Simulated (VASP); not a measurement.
# Ta (I4/mmm) in VASP: further runs

The runs below take Ta through single point, with PBE.

Everything below comes from runs of VASP 6.6.1. Logs are shortened: lines on timing, memory, paths and dates and some standing lists are left out, and cuts for length are marked.

## Step 1: The cell of the first run

It takes space group I4/mmm (No. 139, tetragonal). Conventional cell: a = 2.792 Å, b = 2.792 Å, c = 4.504 Å, α = 90.00°, β = 90.00°, γ = 90.00°. Ta (site symmetry 4/mmm) has 12 Ta at 2.79 to 2.99 Å within 3.7 Å.

## Step 2: Single point, PBE (17.55 Å³/atom)

INCAR

```
SYSTEM = Ta
ALGO = Normal
EDIFF = 1E-6
ENCUT = 520
GGA = PE
ISIF = 2
ISMEAR = 0
LASPH = .True.
LCHARG = .True.
LELF = .True.
LREAL = .False.
LVHAR = .True.
LWAVE = .False.
NBANDS = 12
NELM = 100
PREC = Accurate
SIGMA = 0.15
```

KPOINTS

```
k-points
0
Gamma
  20 20 20
  0 0 0
```

POSCAR

```
Ta
1.0
   -1.3958082137      1.3958082137      2.2518573911
    1.3958082137     -1.3958082137      2.2518573911
    1.3958082137      1.3958082137     -2.2518573911
Ta
1
Direct
    0.0000000000      0.0000000000      0.0000000000
```

Potentials or basis: VASP PAW PBE potentials, release 64 (Ta_pv).

On the command line:

```console
cat potpaw_PBE.64/Ta_pv/POTCAR > POTCAR
mpirun -np 1 vasp_std > vasp.out
```

OUTCAR:

```text
SYSTEM = Ta
   EDIFF = 1E-6
   ENCUT = 520
   GGA = PE
   ISIF = 2
   ISMEAR = 0
   LASPH = .True.
   LREAL = .False.
   NELM = 100
   PREC = Accurate

 ion  position               nearest neighbor table
   1  0.000  0.000  0.000-

  LATTYP: Found a body centered tetragonal cell.
 ALAT       =     2.7916164274
 C/A-ratio  =     1.6133000000

  Lattice vectors:

 A1 = (  -1.3958082137,   1.3958082137,   2.2518573911)
 A2 = (   1.3958082137,  -1.3958082137,   2.2518573911)
 A3 = (   1.3958082137,   1.3958082137,  -2.2518573911)

Analysis of symmetry for initial positions (statically):
=====================================================================
 Subroutine PRICEL returns:
 Original cell was already a primitive cell.

 Routine SETGRP: Setting up the symmetry group for a
 body centered tetragonal supercell.

 Subroutine GETGRP returns: Found 16 space group operations
 (whereof 16 operations were pure point group operations)
 out of a pool of 16 trial point group operations.

The static configuration has the point symmetry D_4h.

Analysis of symmetry for dynamics (positions and initial velocities):
=====================================================================
 Subroutine PRICEL returns:
 Original cell was already a primitive cell.

 Routine SETGRP: Setting up the symmetry group for a
 body centered tetragonal supercell.

 Subroutine GETGRP returns: Found 16 space group operations
 (whereof 16 operations were pure point group operations)
 out of a pool of 16 trial point group operations.

The dynamic configuration has the point symmetry D_4h.

 Subroutine INISYM returns: Found 16 space group operations
 (whereof 16 operations are pure point group operations),
 and found     1 'primitive' translations

----------------------------------------------------------------------------------------

                                     Primitive cell

  volume of cell :      17.5490

  direct lattice vectors                    reciprocal lattice vectors
    -1.395808214  1.395808214  2.251857391     0.000000000  0.358215402  0.222038927
     1.395808214 -1.395808214  2.251857391     0.358215402  0.000000000  0.222038927
     1.395808214  1.395808214 -2.251857391     0.358215402  0.358215402  0.000000000

  length of vectors
     2.994565553  2.994565553  2.994565553     0.421449356  0.421449356  0.506593079

  position of ions in fractional coordinates (direct lattice)
     0.000000000  0.000000000  0.000000000

  ion indices of the primitive-cell ions
   primitive index   ion index
                 1           1

----------------------------------------------------------------------------------------

 KPOINTS: k-points

Automatic generation of k-mesh.
 Grid dimensions read from file:
 generate k-points for:   20   20   20

 Generating k-lattice:

  Cartesian coordinates                     Fractional coordinates (reciprocal lattice)
     0.000000000  0.017910770  0.011101946     0.050000000  0.000000000  0.000000000
     0.017910770  0.000000000  0.011101946     0.000000000  0.050000000  0.000000000
     0.017910770  0.017910770  0.000000000     0.000000000  0.000000000  0.050000000

  Length of vectors
     0.021072468  0.021072468  0.025329654

  Shift w.r.t. Gamma in fractional coordinates (k-lattice)
     0.000000000  0.000000000  0.000000000

 Subroutine IBZKPT returns following result:
 ===========================================

 Found    641 irreducible k-points:

 Following reciprocal coordinates:
            Coordinates               Weight
  0.000000  0.000000  0.000000      1.000000
  0.050000  0.000000  0.000000      8.000000
  0.100000 -0.000000  0.000000      8.000000
  0.150000  0.000000  0.000000      8.000000
  0.200000 -0.000000  0.000000      8.000000
  0.250000 -0.000000  0.000000      8.000000
[... 16 lines left out ...]
 -0.400000  0.050000 -0.000000     16.000000
 -0.350000  0.050000  0.000000     16.000000
 [... further k-points ...]
   k-points           NKPTS =    641   k-points in BZ     NKDIM =    641   number of bands    NBANDS=     12
   number of dos      NEDOS =    301   number of ions     NIONS =      1
   total plane-waves  NPLWV =  13824
   dimension x,y,z NGX =    24 NGY =   24 NGZ =   24
   dimension x,y,z NGXF=    48 NGYF=   48 NGZF=   48
   ions per type =               1
   NGX,Y,Z   is equivalent  to a cutoff of  13.32, 13.32, 13.32 a.u.
   NGXF,Y,Z  is equivalent  to a cutoff of  26.65, 26.65, 26.65 a.u.
 SYSTEM =  Ta
   PREC   = accura    normal or accurate (medium, high low for compatibility)
   ISTART =      0    job   : 0-new  1-cont  2-samecut
   ICHARG =      2    charge: 1-file 2-atom 10-const
   ISPIN  =      1    spin polarized calculation?
   LNONCOLLINEAR =      F non collinear calculations
   LSORBIT =      F    spin-orbit coupling
   LASPH  =      T    aspherical Exc in radial PAW
   ENCUT  =  520.0 eV  38.22 Ry    6.18 a.u.   5.57  5.57  5.57*2*pi/ulx,y,z
   NELM   =    100;   NELMIN=  2; NELMDL= -5     # of ELM steps
   EDIFF  = 0.1E-05   stopping-criterion for ELM
   LREAL  =      F    real-space projection
   EDIFFG = 0.1E-04   stopping-criterion for IOM
   NSW    =      0    number of steps for IOM
   IBRION =     -1    ionic relax: 0-MD 1-quasi-New 2-CG
   NFREE  =      0    steps in history (QN), initial steepest desc. (CG)
   ISIF   =      2    stress and relaxation
   ISYM   =      2    0-nonsym 1-usesym 2-fastsym
   POTIM  = 0.5000    time-step for ionic-motion
   TEBEG  =    0.0;   TEEND  =   0.0 temperature during run
   PSTRESS=    0.0 pullay stress
   NELECT =      11.0000    total number of electrons
   NUPDOWN=      -1.0000    fix difference up-down
   EMIN   =  10.00;   EMAX   =-10.00  energy-range for DOS
   EFERMI =   0.00;   METHOD = LEGACY
   ISMEAR =     0;   SIGMA  =   0.15  broadening in eV -4-tet -1-fermi 0-gaus
   EFERMI_NEDOS =   21; number of points for ismear=-14 and -15
   IALGO  =     38    algorithm
   IMIX   =      4    mixing-type and parameters
     AMIX     =   0.40;   BMIX     =  1.00
     AMIX_MAG =   1.60;   BMIX_MAG =  1.00
  volume/ion in A,a.u.               =      17.55       118.43
  Fermi-wavevector in a.u.,A,eV,Ry     =   1.401054  2.647609 26.707595  1.962953
  Thomas-Fermi vector in A             =   2.523954
   LORBIT       =      0    0 simple, 1 ext, 2 COOP (PROOUT), +10 PAW based schemes
   GGA     = PE    functional components
   LHFCALC =     F    Hartree Fock is set to
   AEXX    =    0.0000 exact exchange contribution
   IVDW    =     0    specifies the selected vdW correction
   LEPSILON=     F    determine dielectric tensor
   LRPA    =     F    only Hartree local field effects (RPA)
 non-spin polarized calculation
 Gauss-broadening in eV      SIGMA  =   0.15
  energy-cutoff  :      520.00
  volume of cell :       17.55
 maximum number of plane-waves:       492
   NGX = 11   NGY = 11   NGZ = 11

 number of electron      10.9999999 magnetization

 Free energy of the ion-electron system (eV)
  ---------------------------------------------------
  ext. energy  EPLUGINS =         0.00000000
  ---------------------------------------------------
  free energy    TOTEN  =       -11.59394010 eV

  energy without entropy =      -11.58029030  energy(sigma->0) =      -11.58711520

 E-fermi :   6.0113     XC(G=0): -12.7474

 val. band max:        6.0071553904   @ k =  -0.1000   0.2500   0.1000
 cond. band min:       6.0140662514   @ k =   0.4500   0.0500   0.0500
 fundamental gap:      0.0069108610
 Fermi energy:         6.0113453385

 k-point     1 :       0.0000    0.0000    0.0000
  band No.  band energies     occupation
      1     -27.3209      2.00000
      2     -27.2232      2.00000
      3     -27.2232      2.00000
      4      -2.3110      2.00000
      5       5.3713      2.00000
      6       7.2897      0.00000
      7       7.2897      0.00000
      8       8.2070      0.00000
      9      11.1230      0.00000
     10      19.0144      0.00000
     11      20.4887      0.00000
     12      21.4595      0.00000

 k-point     2 :       0.0500    0.0000    0.0000
  band No.  band energies     occupation
      1     -27.3338      2.00000
      2     -27.2524      2.00000
      3     -27.2245      2.00000
      4      -2.2004      2.00000
      5       5.4044      2.00000
      6       7.1935      0.00000
      7       7.3428      0.00000
      8       8.1948      0.00000
      9      11.0329      0.00000
     10      19.2484      0.00000
     11      20.4886      0.00000
     12      21.5834      0.00000

 k-point     3 :       0.1000   -0.0000    0.0000
  band No.  band energies     occupation
      1     -27.3976      2.00000
      2     -27.3095      2.00000
      3     -27.2285      2.00000
      4      -1.8784      2.00000
      5       5.4776      2.00000
      6       6.9274      0.00000
      7       7.4927      0.00000
      8       8.2138      0.00000
      9      10.7943      0.00000
     10      19.8629      0.00000
     11      20.4880      0.00000
     12      21.8015      0.00000
[... 286 lines left out ...]
 k-point    23 :      -0.4000    0.0500   -0.0000
  band No.  band energies     occupation
      1     -28.4225      2.00000
      2     -27.5314      2.00000
      3     -27.2903      2.00000
      4       1.1795      2.00000
      5       5.5473      1.99999
      6       6.0565      0.67016
      7       7.4072      0.00000
      8      11.1862      0.00000
      9      11.8988      0.00000
     10      17.7652      0.00000
     11      20.1487      0.00000
     12      20.5185      0.00000

 k-point    24 :      -0.3500    0.0500    0.0000
  band No.  band energies     occupation
      1     -28.2773      2.00000
      2     -27.5017      2.00000
      3     -27.2816      2.00000
      4       0.9215      2.00000
      5       5.3802      2.00000
      6       5.9526      1.42022
      7       7.5755      0.00000
      8      10.5433      0.00000
      9      11.1600      0.00000
     10      18.2323      0.00000
     11      20.4847      0.00000
     12      21.6098      0.00000

 [... further k-points ...]

------------------------ aborting loop because EDIFF is reached ----------------------------------------

  FORCE on cell =-STRESS in cart. coord.  units (eV):
  Direction    XX          YY          ZZ          XY          YZ          ZX
  --------------------------------------------------------------------------------------
  -------------------------------------------------------------------------------------
  Total        1.1285476      1.1285476      2.0898233      0.0000000     -0.0000000      0.0000000
  in kB      103.0334151    103.0334151    190.7953416      0.0000000     -0.0000000      0.0000000
  external PRESSURE =     132.2873906 kB  Pullay stress =       0.0000000 kB

 VOLUME and BASIS-vectors are now :
 -----------------------------------------------------------------------------
  energy-cutoff  :      520.00
  volume of cell :       17.55
      direct lattice vectors                 reciprocal lattice vectors
    -1.395808214  1.395808214  2.251857391     0.000000000  0.358215402  0.222038927
     1.395808214 -1.395808214  2.251857391     0.358215402  0.000000000  0.222038927
     1.395808214  1.395808214 -2.251857391     0.358215402  0.358215402  0.000000000

 POSITION                                       TOTAL-FORCE (eV/Angst)
 -----------------------------------------------------------------------------------
      0.00000      0.00000      0.00000         0.000000      0.000000      0.000000
 -----------------------------------------------------------------------------------
    total drift:                               -0.000000      0.000000      0.000000

  FREE ENERGIE OF THE ION-ELECTRON SYSTEM (eV)
  ---------------------------------------------------
  free  energy   TOTEN  =       -11.5939400968 eV

  energy  without entropy=      -11.5802903023  energy(sigma->0) =      -11.58711520
```

Wall time 80 s (1 thread of Intel Xeon 8259CL, shared host); peak memory 0.25 GiB.

What came out:

```
Free energy            : -11.5939 eV
Pressure               : 13.2 GPa
Band gap on the k mesh : zero (an odd number of electrons rules out a gap without spin polarisation)
```

Caveat: the stress differs along the axes, from 10 to 19 GPa; spin-orbit coupling is left out, which moves the levels of the heavy elements.

## Step 3: Single point, PBE (17.55 Å³/atom)

INCAR

```
SYSTEM = Ta
PREC = Accurate ; ENCUT = 520
EDIFF = 1E-6 ; ISMEAR = 0
SIGMA = 0.15 ; LREAL = .FALSE.
LASPH = .TRUE. ; NELM = 60
ALGO = Normal ; ISIF = 2
LWAVE = .FALSE. ; LCHARG = .FALSE.
GGA = PE ; NBANDS = 12
```

KPOINTS

```
Automatic mesh
0
G
  20 20 20
  0 0 0
```

POSCAR

```
Ta
1.0
   -1.5116508370      1.5116508370      1.9199477281
    1.5116508370     -1.5116508370      1.9199477281
    1.5116508370      1.5116508370     -1.9199477281
Ta
1
Direct
    0.0000000000      0.0000000000      0.0000000000
```

Potentials or basis: VASP PAW PBE potentials, release 64 (Ta_pv).

On the command line:

```console
cat potpaw_PBE.64/Ta_pv/POTCAR > POTCAR
mpirun -np 1 vasp_std > vasp.out
```

Wall time 79 s (1 thread of Intel Xeon 8259CL, shared host); peak memory 0.25 GiB.

Results (log left out):

* Free energy: -11.5997 eV
* Pressure: 13.3 GPa
* Band gap on the k mesh: zero (an odd number of electrons rules out a gap without spin polarisation)

Stress tensor (GPa, compression positive):
```
18.92  0.00  0.00
 0.00 18.92  0.00
 0.00  0.00  2.14
```

Levels at points of the mesh, in eV from the Fermi level:
```csv
k point,band 3,band 4,band 5,band 6,band 7,band 8
"(0.00, 0.00, 0.00)",-33.25,-8.31,0.17,0.17,1.54,2.74
"(0.50, 0.00, 0.00)",-33.34,-4.80,-0.52,1.06,1.19,5.81
"(0.50, 0.50, 0.00)",-33.52,-4.72,-3.37,2.74,6.07,6.35
"(0.50, 0.50, 0.50)",-33.86,-4.58,-3.79,4.85,6.35,7.12
```

Caveat: the stress differs along the axes, from 2 to 19 GPa; spin-orbit coupling is left out, which moves the levels of the heavy elements.

## Step 4: Single point, PBE (17.55 Å³/atom)

INCAR

```
PREC = Accurate
ENCUT = 520
EDIFF = 1E-7
ISMEAR = 0
SIGMA = 0.15
LREAL = F
LASPH = T
NELM = 100
ALGO = Fast
ISIF = 2
LWAVE = F
LCHARG = F
GGA = PE
NBANDS = 12
```

KPOINTS

```
regular mesh
0
Gamma
  20 20 20
```

POSCAR

```
Ta
1.0
   -1.4818055359      1.4818055359      1.9980665846
    1.4818055359     -1.4818055359      1.9980665846
    1.4818055359      1.4818055359     -1.9980665846
Ta
1
Direct
    0.0000000000      0.0000000000      0.0000000000
```

On the command line:

```console
cat potpaw_PBE.64/Ta_pv/POTCAR > POTCAR
mpirun -np 1 vasp_std > vasp.out
```

Wall time 1.7 min (1 thread of Intel Xeon 8259CL, shared host); peak memory 0.25 GiB.

Results (log left out):

```yaml
Free_energy: -11.5379 eV
Pressure: 14.9 GPa
Band_gap_on_the_k_mesh: zero (an odd number of electrons rules out a gap without spin polarisation)
```

Stress tensor (GPa, compression positive):
```
18.06  0.00  0.00
 0.00 18.06  0.00
 0.00  0.00  8.47
```

Levels at points of the mesh, in eV from the Fermi level:
| k point | band 1 | band 2 | band 3 | band 4 | band 5 | band 6 | band 7 | band 8 | band 9 | band 10 |
| --- | --- | --- | --- | --- | --- | --- | --- | --- | --- | --- |
| (0.00, 0.00, 0.00) | -33.36 | -33.35 | -33.35 | -8.40 | 0.24 | 0.24 | 0.88 | 3.25 | 4.15 | 12.71 |
| (0.50, 0.00, 0.00) | -34.63 | -33.56 | -33.48 | -4.89 | -0.18 | 0.56 | 0.95 | 6.06 | 6.52 | 11.04 |
| (0.50, 0.50, 0.00) | -34.54 | -33.84 | -33.72 | -4.79 | -3.61 | 3.02 | 6.24 | 6.70 | 7.38 | 11.60 |
| (0.50, 0.50, 0.50) | -34.55 | -33.87 | -33.87 | -4.73 | -3.76 | 3.94 | 6.26 | 7.06 | 7.06 | 11.24 |

Caveat: the stress differs along the axes, from 8 to 18 GPa; spin-orbit coupling is left out, which moves the levels of the heavy elements.

## Step 5: Overview

| cell | gap on the mesh (eV) | pressure (GPa) |
| --- | --- | --- |
| a = 2.995 Å, angles 124.4, 124.4, 82.5°, 1 atom | none | 13.2 |
| a = 2.873 Å, angles 116.5, 116.5, 96.1°, 1 atom | none | 13.3 |
| a = 2.895 Å, angles 118.4, 118.4, 92.7°, 1 atom | none | 14.9 |

Alike in all rows: task single point; level PBE; potentials or basis VASP PAW PBE potentials, release 64 (Ta_pv); no spin polarisation; k mesh 20 × 20 × 20; cutoff (eV) 520; smearing gaussian 0.15 eV.

Caveats: spin-orbit coupling is left out, which moves the levels of the heavy elements; the stress differs along the axes, from 10 to 19 GPa (at least some runs); the stress differs along the axes, from 2 to 19 GPa (at least some runs); the stress differs along the axes, from 8 to 18 GPa (at least some runs).

Absolute energies hang on the potentials; compare differences alone.
